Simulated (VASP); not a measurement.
Wanted: the native input for a VASP 6.6.1 run.

| Quantity | Value |
| --- | --- |
| Task | relaxation of cell and atoms |
| Functional | PBE |
| Potentials or basis | VASP PAW PBE potentials, release 64 (Hf_pv, Ge_d) |
| Cutoff | 600 eV |
| k mesh | 4 × 4 × 4 |
| Occupations | gaussian, width 0.1 eV |
| Spin | no spin polarisation |
| Dipole correction | no |
| Further INCAR settings | ALGO = Normal; EDIFF = 1e-06; IBRION = 2; EDIFFG = -0.04; NSW = 90; ISIF = 3 |

The structure of HfGe4 lies in POSCAR:

```
HfGe4
1.0
   -2.8506923800      2.8506923800      2.8506923800
    2.8506923800     -2.8506923800      2.8506923800
    2.8506923800      2.8506923800     -2.8506923800
Hf Ge
1 4
Direct
    0.0000000000      0.0000000000      0.0000000000
    0.0000000000      0.0000000000      0.5000000000
    0.5000000000      0.0000000000      0.0000000000
    0.5000000000      0.5000000000      0.5000000000
    0.0000000000      0.5000000000      0.0000000000
```

These files were run (other wordings do the same):

INCAR

```
PREC = Accurate ; ENCUT = 600
EDIFF = 1E-6 ; ISMEAR = 0
SIGMA = 0.1 ; LREAL = F
LASPH = T ; NELM = 100
ALGO = Normal ; ISIF = 3
LWAVE = F ; LCHARG = F
GGA = PE ; IBRION = 2
NSW = 90 ; EDIFFG = -0.04
```

KPOINTS

```
Automatic mesh
0
Gamma
  4 4 4
```

Potentials or basis: VASP PAW PBE potentials, release 64 (Hf_pv, Ge_d).

The run is started by

```bash
$ cat potpaw_PBE.64/Hf_pv/POTCAR potpaw_PBE.64/Ge_d/POTCAR > POTCAR
$ mpirun -np 1 vasp_std > vasp.out
```

It gave:

- Relaxed volume: 23.37 Å³/atom
- Relaxed cell: a = 5.334 Å, b = 5.334 Å, c = 5.334 Å, α = 109.47°, β = 109.47°, γ = 109.47°
- Space group after relaxing (to 0.05 Å): Im-3m (No. 229)
- Energy gained by relaxing: 315.6 meV/atom
- Ionic steps: 4
- Pressure after relaxing: -0.1 GPa
- Band gap on the k mesh: zero (band 33 reaches 4.80 eV, above the bottom of band 34 at 4.49 eV)

Caveat: the k points lie up to 0.36 Å⁻¹ apart in the final cell; the volume moved by over 15 % at a fixed basis, so the end points are rough; spin-orbit coupling is left out, which moves the levels of the heavy elements.

Wall time 84 s on 1 thread of AMD EPYC 9R45 96-Core Processor (Zen 5), on a shared host, peak memory 0.23 GiB.
